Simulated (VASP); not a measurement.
# V (P6_3/mmc) in VASP: settings compared

Aim: see how the results for V move with the level of theory and the settings. Levels: PBEsol, LDA. Tasks: single point.

Program: VASP 6.6.1. These are calculated values, not measurements. Logs are shortened: lines on timing, memory, paths and dates and some standing lists are left out, and cuts for length are marked.

### Step 1. The cell of the first run

It takes space group P6_3/mmc (No. 194, hexagonal). The conventional cell has a = 2.622 Å, b = 2.622 Å, c = 4.755 Å, α = 90.00°, β = 90.00°, γ = 120.00°. Within 3.5 Å of V (site symmetry -6m2) lie 12 V at 2.62 to 2.82 Å.

This isn't the form of V at room conditions, which is bcc.

### Step 2. Single point, PBEsol, collinear spin, ferromagnetic start (14.15 Å³/atom)

File INCAR:

```
ALGO = Normal
EDIFF = 1E-6
ENCUT = 520
GGA = PS
ISIF = 2
ISMEAR = -1
ISPIN = 2
LASPH = True
LCHARG = False
LMAXMIX = 4
LORBIT = 11
LREAL = False
LWAVE = False
MAGMOM = 2 2
NBANDS = 24
NELM = 150
PREC = Accurate
SIGMA = 0.05
```

File KPOINTS:

```
k-points
0
Gamma
  12 12 6
```

File POSCAR:

```
V
1.0
    2.6215415862      0.0000000000      0.0000000000
   -1.3107707930      2.2703216106      0.0000000000
    0.0000000000      0.0000000000      4.7546172825
V
2
Direct
    0.3333333333      0.6666666667      0.2500000000
    0.6666666667      0.3333333333      0.7500000000
```

Potentials or basis: VASP PAW PBE potentials, release 64 (V_sv).

Command:

```bash
$ cat potpaw_PBE.64/V_sv/POTCAR > POTCAR
$ mpirun -np 1 vasp_std > vasp.out
```

OUTCAR:

```text
EDIFF = 1E-6
   ENCUT = 520
   GGA = PS
   ISIF = 2
   ISMEAR = -1
   ISPIN = 2
   LASPH = True
   LORBIT = 11
   LREAL = False
   NELM = 150
   PREC = Accurate

 ion  position               nearest neighbor table
   1  0.333  0.667  0.250-   2 2.82   2 2.82   2 2.82   2 2.82   2 2.82   2 2.82
   2  0.667  0.333  0.750-   1 2.82   1 2.82   1 2.82   1 2.82   1 2.82   1 2.82

  LATTYP: Found a hexagonal cell.
 ALAT       =     2.6215415862
 C/A-ratio  =     1.8136722711

  Lattice vectors:

 A1 = (   2.6215415862,   0.0000000000,   0.0000000000)
 A2 = (  -1.3107707930,   2.2703216106,   0.0000000000)
 A3 = (   0.0000000000,   0.0000000000,   4.7546172825)

Analysis of symmetry for initial positions (statically):
=====================================================================
 Subroutine PRICEL returns:
 Original cell was already a primitive cell.

 Routine SETGRP: Setting up the symmetry group for a
 hexagonal supercell.

 Subroutine GETGRP returns: Found 24 space group operations
 (whereof 12 operations were pure point group operations)
 out of a pool of 24 trial point group operations.

The static configuration has the point symmetry D_3d.
 The point group associated with its full space group is D_6h.

Analysis of symmetry for dynamics (positions and initial velocities):
=====================================================================
 Subroutine PRICEL returns:
 Original cell was already a primitive cell.

 Routine SETGRP: Setting up the symmetry group for a
 hexagonal supercell.

 Subroutine GETGRP returns: Found 24 space group operations
 (whereof 12 operations were pure point group operations)
 out of a pool of 24 trial point group operations.

The dynamic configuration has the point symmetry D_3d.
 The point group associated with its full space group is D_6h.

Analysis of structural, dynamic, and magnetic symmetry:
=====================================================================
 Subroutine PRICEL returns:
 Original cell was already a primitive cell.

 Routine SETGRP: Setting up the symmetry group for a
 hexagonal supercell.

 Subroutine GETGRP returns: Found 24 space group operations
 (whereof 12 operations were pure point group operations)
 out of a pool of 24 trial point group operations.

The overall configuration has the point symmetry D_3d.
 The point group associated with its full space group is D_6h.

 Subroutine INISYM returns: Found 24 space group operations
 (whereof 12 operations are pure point group operations),
 and found     1 'primitive' translations

----------------------------------------------------------------------------------------

                                     Primitive cell

  volume of cell :      28.2983

  direct lattice vectors                    reciprocal lattice vectors
     2.621541586  0.000000000  0.000000000     0.381454944  0.220233115  0.000000000
    -1.310770793  2.270321611  0.000000000     0.000000000  0.440466230  0.000000000
     0.000000000  0.000000000  4.754617282     0.000000000  0.000000000  0.210321870

  length of vectors
     2.621541586  2.621541586  4.754617282     0.440466230  0.440466230  0.210321870

  position of ions in fractional coordinates (direct lattice)
     0.333333333  0.666666667  0.250000000
     0.666666667  0.333333333  0.750000000

  ion indices of the primitive-cell ions
   primitive index   ion index
                 1           1
                 2           2

----------------------------------------------------------------------------------------

 KPOINTS: k-points

Automatic generation of k-mesh.
 Grid dimensions read from file:
 generate k-points for:   12   12    6

 Generating k-lattice:

  Cartesian coordinates                     Fractional coordinates (reciprocal lattice)
     0.031787912  0.018352760  0.000000000     0.083333333 -0.000000000  0.000000000
     0.000000000  0.036705519  0.000000000     0.000000000  0.083333333  0.000000000
     0.000000000  0.000000000  0.035053645     0.000000000  0.000000000  0.166666667

  Length of vectors
     0.036705519  0.036705519  0.035053645

  Shift w.r.t. Gamma in fractional coordinates (k-lattice)
     0.000000000  0.000000000  0.000000000

 Subroutine IBZKPT returns following result:
 ===========================================

 Found     76 irreducible k-points:

 Following reciprocal coordinates:
            Coordinates               Weight
  0.000000  0.000000  0.000000      1.000000
  0.083333  0.000000  0.000000      6.000000
  0.166667  0.000000  0.000000      6.000000
  0.250000  0.000000  0.000000      6.000000
  0.333333  0.000000  0.000000      6.000000
  0.416667  0.000000  0.000000      6.000000
[... 16 lines left out ...]
  0.250000  0.000000  0.166667     12.000000
  0.333333  0.000000  0.166667     12.000000
 [... further k-points ...]
   k-points           NKPTS =     76   k-points in BZ     NKDIM =     76   number of bands    NBANDS=     24
   number of dos      NEDOS =    301   number of ions     NIONS =      2
   total plane-waves  NPLWV =  14400
   dimension x,y,z NGX =    20 NGY =   20 NGZ =   36
   dimension x,y,z NGXF=    40 NGYF=   40 NGZF=   72
   ions per type =               2
   NGX,Y,Z   is equivalent  to a cutoff of  12.68, 12.68, 12.59 a.u.
   NGXF,Y,Z  is equivalent  to a cutoff of  25.37, 25.37, 25.17 a.u.
 SYSTEM =  unknown system
   PREC   = accura    normal or accurate (medium, high low for compatibility)
   ISTART =      0    job   : 0-new  1-cont  2-samecut
   ICHARG =      2    charge: 1-file 2-atom 10-const
   ISPIN  =      2    spin polarized calculation?
   LNONCOLLINEAR =      F non collinear calculations
   LSORBIT =      F    spin-orbit coupling
   LASPH  =      T    aspherical Exc in radial PAW
   ENCUT  =  520.0 eV  38.22 Ry    6.18 a.u.   4.87  4.87  8.84*2*pi/ulx,y,z
   NELM   =    150;   NELMIN=  2; NELMDL= -5     # of ELM steps
   EDIFF  = 0.1E-05   stopping-criterion for ELM
   LREAL  =      F    real-space projection
   EDIFFG = 0.1E-04   stopping-criterion for IOM
   NSW    =      0    number of steps for IOM
   IBRION =     -1    ionic relax: 0-MD 1-quasi-New 2-CG
   NFREE  =      0    steps in history (QN), initial steepest desc. (CG)
   ISIF   =      2    stress and relaxation
   ISYM   =      2    0-nonsym 1-usesym 2-fastsym
   POTIM  = 0.5000    time-step for ionic-motion
   TEBEG  =    0.0;   TEEND  =   0.0 temperature during run
   PSTRESS=    0.0 pullay stress
   NELECT =      26.0000    total number of electrons
   NUPDOWN=      -1.0000    fix difference up-down
   EMIN   =  10.00;   EMAX   =-10.00  energy-range for DOS
   EFERMI =   0.00;   METHOD = LEGACY
   ISMEAR =    -1;   SIGMA  =   0.05  broadening in eV -4-tet -1-fermi 0-gaus
   EFERMI_NEDOS =   21; number of points for ismear=-14 and -15
   IALGO  =     38    algorithm
   IMIX   =      4    mixing-type and parameters
     AMIX     =   0.40;   BMIX     =  1.00
     AMIX_MAG =   1.60;   BMIX_MAG =  1.00
  volume/ion in A,a.u.               =      14.15        95.48
  Fermi-wavevector in a.u.,A,eV,Ry     =   1.591522  3.007541 34.462783  2.532943
  Thomas-Fermi vector in A             =   2.690049
   LORBIT       =     11    0 simple, 1 ext, 2 COOP (PROOUT), +10 PAW based schemes
   GGA     = PS    functional components
   LHFCALC =     F    Hartree Fock is set to
   AEXX    =    0.0000 exact exchange contribution
   IVDW    =     0    specifies the selected vdW correction
   LEPSILON=     F    determine dielectric tensor
   LRPA    =     F    only Hartree local field effects (RPA)
 spin polarized calculation
  energy-cutoff  :      520.00
  volume of cell :       28.30
 maximum number of plane-waves:       780
 NGX is ok and might be reduce to    20
   NGX =  9   NGY =  9   NGZ = 17

 number of electron      26.0000005 magnetization       0.0027645

 number of electron      26.0000005 magnetization      -0.0000008

 Free energy of the ion-electron system (eV)
  ---------------------------------------------------
  ext. energy  EPLUGINS =         0.00000000
  ---------------------------------------------------
  free energy    TOTEN  =       -18.69886696 eV

  energy without entropy =      -18.67186106  energy(sigma->0) =      -18.68536401

 E-fermi :   9.3065     XC(G=0): -12.7719

 val. band max:        9.3023633430   @ k =   0.1667   0.0000   0.0000
 cond. band min:       9.3145731947   @ k =   0.3333   0.1667   0.5000
 fundamental gap:      0.0122098517
 Fermi energy:         9.3064900739

 spin component 1

 k-point     1 :       0.0000    0.0000    0.0000
  band No.  band energies     occupation
      1     -54.4891      1.00000
      2     -54.3889      1.00000
      3     -28.6839      1.00000
      4     -28.0843      1.00000
      5     -27.9480      1.00000
      6     -27.9480      1.00000
[... 16 lines left out ...]
     23      27.3599      0.00000
     24      29.5376      0.00000

 k-point     2 :       0.0833    0.0000    0.0000
  band No.  band energies     occupation
      1     -54.4775      1.00000
      2     -54.3803      1.00000
      3     -28.6662      1.00000
      4     -28.0852      1.00000
      5     -28.0036      1.00000
      6     -27.9628      1.00000
[... 16 lines left out ...]
     23      27.2201      0.00000
     24      29.2555      0.00000

 k-point     3 :       0.1667    0.0000    0.0000
  band No.  band energies     occupation
      1     -54.4453      1.00000
      2     -54.3570      1.00000
      3     -28.6162      1.00000
      4     -28.1555      1.00000
      5     -28.1013      1.00000
      6     -28.0892      1.00000
[... 16 lines left out ...]
     23      27.9360      0.00000
     24      28.7284      0.00000
[... 514 lines left out ...]
 k-point    23 :       0.2500    0.0000    0.1667
  band No.  band energies     occupation
      1     -54.3954      1.00000
      2     -54.3308      1.00000
      3     -28.5292      1.00000
      4     -28.3494      1.00000
      5     -28.3136      1.00000
      6     -28.1149      1.00000
[... 16 lines left out ...]
     23      26.1774      0.00000
     24      27.4964      0.00000

 k-point    24 :       0.3333    0.0000    0.1667
  band No.  band energies     occupation
      1     -54.3496      1.00000
      2     -54.2999      1.00000
      3     -28.5870      1.00000
      4     -28.5169      1.00000
      5     -28.4079      1.00000
      6     -28.1314      1.00000
[... 16 lines left out ...]
     23      24.0400      0.00000
     24      26.0961      0.00000

 [... further k-points ...]

 spin component 2

 k-point     1 :       0.0000    0.0000    0.0000
  band No.  band energies     occupation
      1     -54.4891      1.00000
      2     -54.3889      1.00000
      3     -28.6839      1.00000
      4     -28.0843      1.00000
      5     -27.9480      1.00000
      6     -27.9480      1.00000
[... 16 lines left out ...]
     23      27.3599      0.00000
     24      29.5376      0.00000

 k-point     2 :       0.0833    0.0000    0.0000
  band No.  band energies     occupation
      1     -54.4775      1.00000
      2     -54.3803      1.00000
      3     -28.6662      1.00000
      4     -28.0852      1.00000
      5     -28.0036      1.00000
      6     -27.9628      1.00000
[... 16 lines left out ...]
     23      27.2202      0.00000
     24      29.2554      0.00000

 k-point     3 :       0.1667    0.0000    0.0000
  band No.  band energies     occupation
      1     -54.4454      1.00000
      2     -54.3570      1.00000
      3     -28.6162      1.00000
      4     -28.1555      1.00000
      5     -28.1013      1.00000
      6     -28.0892      1.00000
[... 16 lines left out ...]
     23      27.9360      0.00000
     24      28.7284      0.00000
[... 514 lines left out ...]
 k-point    23 :       0.2500    0.0000    0.1667
  band No.  band energies     occupation
      1     -54.3954      1.00000
      2     -54.3309      1.00000
      3     -28.5292      1.00000
      4     -28.3494      1.00000
      5     -28.3136      1.00000
      6     -28.1149      1.00000
[... 16 lines left out ...]
     23      26.1774      0.00000
     24      27.4964      0.00000

 k-point    24 :       0.3333    0.0000    0.1667
  band No.  band energies     occupation
      1     -54.3496      1.00000
      2     -54.2999      1.00000
      3     -28.5871      1.00000
      4     -28.5169      1.00000
      5     -28.4079      1.00000
      6     -28.1314      1.00000
[... 16 lines left out ...]
     23      24.0401      0.00000
     24      26.0961      0.00000

 [... further k-points ...]

------------------------ aborting loop because EDIFF is reached ----------------------------------------

  FORCE on cell =-STRESS in cart. coord.  units (eV):
  Direction    XX          YY          ZZ          XY          YZ          ZX
  --------------------------------------------------------------------------------------
  -------------------------------------------------------------------------------------
  Total       -1.7733594     -1.7733594     -1.7944916     -0.0000000     -0.0000000      0.0000000
  in kB     -100.4032225   -100.4032225   -101.5996755     -0.0000000     -0.0000000      0.0000000
  external PRESSURE =    -100.8020402 kB  Pullay stress =       0.0000000 kB

 VOLUME and BASIS-vectors are now :
 -----------------------------------------------------------------------------
  energy-cutoff  :      520.00
  volume of cell :       28.30
      direct lattice vectors                 reciprocal lattice vectors
     2.621541586  0.000000000  0.000000000     0.381454944  0.220233115  0.000000000
    -1.310770793  2.270321611  0.000000000     0.000000000  0.440466230  0.000000000
     0.000000000  0.000000000  4.754617282     0.000000000  0.000000000  0.210321870

 POSITION                                       TOTAL-FORCE (eV/Angst)
 -----------------------------------------------------------------------------------
     -0.00000      1.51355      1.18865         0.000000      0.000000      0.000000
      1.31077      0.75677      3.56596         0.000000     -0.000000      0.000000
 -----------------------------------------------------------------------------------
    total drift:                               -0.000000      0.000000     -0.000000

  FREE ENERGIE OF THE ION-ELECTRON SYSTEM (eV)
  ---------------------------------------------------
  free  energy   TOTEN  =       -18.6988669595 eV

  energy  without entropy=      -18.6718610585  energy(sigma->0) =      -18.68536401

 total charge

# of ion       s       p       d       tot
------------------------------------------
    1        2.339   6.204   3.058  11.601
    2        2.339   6.204   3.058  11.601
--------------------------------------------------
tot          4.679  12.408   6.116  23.203

 magnetization (x)

# of ion       s       p       d       tot
------------------------------------------
    1       -0.000  -0.000  -0.000  -0.000
    2       -0.000  -0.000  -0.000  -0.000
--------------------------------------------------
tot         -0.000  -0.000  -0.000  -0.000
```

Run time: 47 s. Hardware: 1 thread of Intel Xeon Platinum 8488C (Sapphire Rapids), shared host; peak memory 0.19 GiB.

What came out:

```yaml
Free_energy: -18.6989 eV
Pressure: -10.1 GPa
Band_gap_on_the_k_mesh: zero (filled and empty bands overlap)
Net_moment: 0.00 μB per cell
Valence_electrons_inside_the_program's_atomic_spheres: V 11.60
```

Stress tensor (GPa, compression positive):
```
-10.04   0.00   0.00
  0.00 -10.04   0.00
  0.00   0.00 -10.16
```

Caveat: the cell stands under tension; the PAW data sets were made with another functional, which shifts forces and pressure a little.

(Part 1 of 2 ends here.)
